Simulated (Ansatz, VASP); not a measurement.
## Yb in VASP and in Ansatz

Contents of INCAR:

```
PREC     = Accurate       # precision mode
ENCUT    = 520            # plane-wave cutoff, eV
EDIFF    = 1E-8           # SCF threshold, eV
ISMEAR   = -1             # smearing method
SIGMA    = 0.05           # smearing width, eV
LREAL    = False          # projectors in reciprocal space
LASPH    = True           # aspherical terms in the spheres
NELM     = 100            # most SCF steps
ALGO     = Normal         # electronic algorithm
ISIF     = 2              # what is computed and relaxed
LWAVE    = False          # write WAVECAR
LCHARG   = False          # write CHGCAR
GGA      = PS             # functional
LEFG     = True         
NBANDS   = 18             # bands
```

The input KPOINTS:

```
regular mesh
0
Gamma
  12 12 12
```

File POSCAR:

```
Yb
1.0
   -2.1936796540      2.1936796540      2.1936796540
    2.1936796540     -2.1936796540      2.1936796540
    2.1936796540      2.1936796540     -2.1936796540
Yb
1
Direct
    0.0000000000      0.0000000000      0.0000000000
```

Input for Ansatz:

```yaml
crystal:
  lattice:
    - [-2.193679654, 2.193679654, 2.193679654]
    - [2.193679654, -2.193679654, 2.193679654]
    - [2.193679654, 2.193679654, -2.193679654]
  atoms:
    - { symbol: Yb, position: [0.0, 0.0, 0.0] }
kpoints:
  mp_grid: { grid: [12, 12, 12] }
scf:
  occupations: { method: fermi_dirac, width: 0.05 }
hamiltonian:
  xc: pbesol
  pseudopotentials: { kind: paw }
output:
  forces: true
  stress: true
  eigenvalues: true
  efg: { contact_densities: true }
  write_density: true
  write_potential: true
  elf: true
  volumetric_format: npy
```

Change from the starting cell: volume scaled by 1.06, PAW files.

Alike in both runs: task electric field gradients; functional PBEsol; k mesh 12 × 12 × 12; occupations fermi-dirac, width 0.05 eV; no spin polarisation.

|  | VASP | Ansatz |
| --- | --- | --- |
| version | VASP 6.6.1 | Ansatz 0.2.0 |
| potentials or method | VASP PAW PBE potentials, release 64 (Yb) | PAW with Ansatz's default frozen-core files, scalar-relativistic |
| plane-wave cutoff (eV) | 520 | 420 |
| valence electrons in the cell | 24 | 24 |

```tsv
	VASP	Ansatz	Ansatz less VASP
pressure (GPa)	-4.1	-3.8	+0.30
```

VASP's potentials were made for PBE, not for PBEsol. The functional is the same, so the differences come from potentials, cutoffs and numerics.

Neither program's run includes spin-orbit coupling.
